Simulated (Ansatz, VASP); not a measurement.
**Two plane-wave programs on Hf**

INCAR

```
ALGO     = Fast           # electronic algorithm
EDIFF    = 1E-6           # SCF threshold, eV
EDIFFG   = -0.01          # ionic threshold
ENCUT    = 600            # plane-wave cutoff, eV
GGA      = RE             # functional
IBRION   = 2              # ionic algorithm
ISIF     = 3              # what is computed and relaxed
ISMEAR   = -1             # smearing method
IVDW     = 13             # dispersion correction
LASPH    = T              # aspherical terms in the spheres
LCHARG   = F              # write CHGCAR
LREAL    = F              # projectors in reciprocal space
LWAVE    = F              # write WAVECAR
NELM     = 100            # most SCF steps
NSW      = 60             # ionic steps
PREC     = Accurate       # precision mode
SIGMA    = 0.05           # smearing width, eV
```

File KPOINTS:

```
k-points
0
Gamma
  10 10 10
```

Contents of POSCAR:

```
Hf
1.0
   -1.8050000000      1.8050000000      1.8050000000
    1.8050000000     -1.8050000000      1.8050000000
    1.8050000000      1.8050000000     -1.8050000000
Hf
1
Direct
    0.0000000000      0.0000000000      0.0000000000
```

The input input.yaml:

```yaml
crystal:
  lattice:
    - [-1.805, 1.805, 1.805]
    - [1.805, -1.805, 1.805]
    - [1.805, 1.805, -1.805]
  atoms:
    - { symbol: Hf, position: [0.0, 0.0, 0.0] }
hamiltonian:
  xc: revpbe
  pseudopotentials: { kind: paw }
  dispersion: d4
kpoints:
  mp_grid: { grid: [10, 10, 10] }
scf:
  occupations: { method: fermi_dirac, width: 0.05 }
output:
  forces: true
  stress: true
  eigenvalues: true
relax:
  f_tol: 0.01
  max_steps: 40
  cell: { stress_tol: 0.05 }
```

Alike in both runs: task relaxation of cell and atoms; functional revPBE; dispersion D4; k mesh 10 × 10 × 10; occupations fermi-dirac, width 0.05 eV; no spin polarisation.

|  | VASP | Ansatz |
| --- | --- | --- |
| version | VASP 6.6.1 | Ansatz 0.2.0 |
| potentials or method | VASP PAW PBE potentials, release 64 (Hf_pv) | Ansatz PAW |
| plane-wave cutoff (eV) | 600 | 420 |
| valence electrons in the cell | 10 | 26 |

Ansatz gave:

```
gap on the k mesh at the Fermi level, each at its own relaxed structure (eV) : none
relaxed volume (Å³/atom)                                                     : 22.35
relaxed cell length with the largest relative difference (Å)                 : 3.073
```

Q: What did VASP give for the same quantities?

A: gap on the k mesh at the Fermi level, each at its own relaxed structure (eV): none; relaxed volume (Å³/atom): 22.29; relaxed cell length with the largest relative difference (Å): 3.071.

VASP's potentials were made for PBE, not for revPBE. A gap of «none» marks a metal or a gap that the smearing closes. VASP's potentials hold 10 valence electrons a cell and Ansatz's 26, so a difference there can come from the potentials and not from the codes.

Spin-orbit coupling is off throughout. Noted on Ansatz's run: the plane-wave basis is chosen anew once the cell has moved, so the energies of steps on either side of that aren't comparable.
